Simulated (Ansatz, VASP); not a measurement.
**One calculation of SnO2, two programs**

```
Sn O
1.0
     4.23616    0.00000    0.00000
     0.00000    4.77956    0.00000
     0.00000    0.00000    3.22863
Sn O
2 4
Direct
  0.50000 0.50000 0.50000
  0.00000 0.00000 0.00000
  0.27740 0.33168 0.00000
  0.77740 0.16832 0.50000
  0.22260 0.83168 0.50000
  0.72260 0.66832 0.00000
```

Change from the starting cell: volume 10.895 Å^3 an atom, stretch along a over the lengths across it, relative to the relaxed cell 0.8864.

Alike in both runs: functional LDA; k mesh 6 × 6 × 10; occupations gaussian, width 0.05 eV; no spin polarisation.

Ansatz relaxed the structure, and its values are those at the end. VASP's run is a single point on that final structure, the one shown.

|  | VASP | Ansatz |
| --- | --- | --- |
| version | VASP 6.6.1 | Ansatz 0.2.0 |
| potentials or method | VASP PAW LDA potentials, release 64 (Sn_d, O), cutoff 520 eV | scalar-relativistic, plane waves, PAW |
| valence electrons in the cell | 52 | 52 |

|  | VASP | Ansatz | Ansatz less VASP |
| --- | --- | --- | --- |
| gap on the k mesh at the Fermi level (eV) | 2.28 | 2.24 | -0.036 |
| least direct gap on the mesh (eV) | 2.28 | 2.25 | -0.036 |
| pressure (GPa) | 17.9 | 16.0 | -1.81 |
| rms of the force components (eV/Å) | 0.009 | 0.001 | -0.0080 |

Ansatz warns that its potentials were made for another functional, while VASP's fit it. LDA's correlation is that of Perdew and Zunger in VASP and of Perdew and Wang (1992) in Ansatz. Ansatz's warnings: stress scf threshold loose.
